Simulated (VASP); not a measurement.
## Rh: single point with LDA

Crystal: Rh.

```
Rh
1.0
     0.00000    1.89785    1.89785
     1.89785    0.00000    1.89785
     1.89785    1.89785    0.00000
Rh
1
Direct
  0.00000 0.00000 0.00000
```

```yaml
Program: VASP 6.6.1
Task: single point
Functional: LDA
Potentials_or_basis: VASP PAW LDA potentials, release 64 (Rh_pv)
Cutoff: 520 eV
k_mesh: 15 × 15 × 15
Occupations: fermi-dirac, width 0.1 eV
Spin: no spin polarisation
```

The pressure is -8.6 GPa.

Levels at points of the mesh, in eV from the Fermi level:
| k point | band 3 | band 4 | band 5 | band 6 | band 7 | band 8 | band 9 | band 10 | band 11 | band 12 |
| --- | --- | --- | --- | --- | --- | --- | --- | --- | --- | --- |
| (0.00, 0.00, 0.00) | -46.17 | -8.06 | -3.13 | -3.13 | -3.13 | -0.99 | -0.99 | 15.95 | 20.33 | 21.39 |

Wall time 25 s on 1 thread of AMD EPYC 7R13, with other jobs on the host, peak memory 0.1 GiB.
